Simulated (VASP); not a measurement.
**La2O3: single point with PBE**

La2O3:

```
La O
1.0
     0.00000    3.48963    3.52897
     3.49133    0.00000    3.52897
     3.49133    3.48963    0.00000
La O
2 3
Direct
  0.71882 0.71882 0.28118
  0.28118 0.28118 0.71882
  0.05490 0.05490 0.44510
  0.44510 0.44510 0.05490
  0.00000 0.00000 0.00000
```

The cell was generated, and may not be a known phase.

```yaml
Program: VASP 6.6.1
Task: single point
Functional: PBE
Potentials_or_basis: VASP PAW PBE potentials, release 64 (La, O)
Cutoff: 520 eV
k_mesh: 4 × 4 × 4
Occupations: gaussian, width 0.1 eV
Spin: no spin polarisation
Dipole_correction: no
Further_INCAR_settings: ALGO = Normal; EDIFF = 1e-06; NBANDS = 28
```

The pressure is -0.1 GPa and the band gap on the k mesh is 0.03 eV.

Forces on the atoms (eV/Å):
```
La   0.000  0.000  0.001
La   0.000  0.000 -0.001
O    0.000  0.000 -0.002
O    0.000  0.000  0.002
O    0.000  0.000  0.000
```

Stress tensor (GPa, compression positive):
```
-0.18  0.00  0.00
 0.00 -0.12  0.00
 0.00  0.00 -0.05
```

Levels at points of the mesh, in eV from the valence-band top:
| k point | band 17 | band 18 | band 19 | band 20 | band 21 | band 22 | band 23 | band 24 |
| --- | --- | --- | --- | --- | --- | --- | --- | --- |
| (0.00, 0.00, 0.00) | -1.76 | -0.99 | 0.00 | 0.00 | 0.03 | 0.38 | 2.45 | 2.70 |
| (0.50, 0.00, 0.00) | -2.06 | -1.57 | -1.52 | -0.21 | 1.97 | 2.05 | 2.28 | 2.29 |
| (0.50, 0.50, 0.00) | -2.12 | -1.12 | -0.13 | -0.13 | 0.59 | 0.78 | 2.05 | 2.37 |
| (0.50, 0.00, 0.50) | -2.18 | -1.91 | -1.26 | -1.22 | 1.71 | 1.94 | 2.03 | 2.25 |
| (0.00, 0.50, 0.50) | -2.18 | -1.91 | -1.26 | -1.22 | 1.72 | 1.94 | 2.03 | 2.25 |

Wall time 110 s on 1 thread of Intel(R) Xeon(R) Platinum 8488C (Sapphire Rapids), on a shared host, peak memory 0.25 GiB.

Caveat: the smearing spreads over this small gap; semilocal functionals underestimate gaps, and a narrow one can read as zero; spin-orbit coupling is left out, which moves the levels of the heavy elements. A k mesh can miss the band edges.
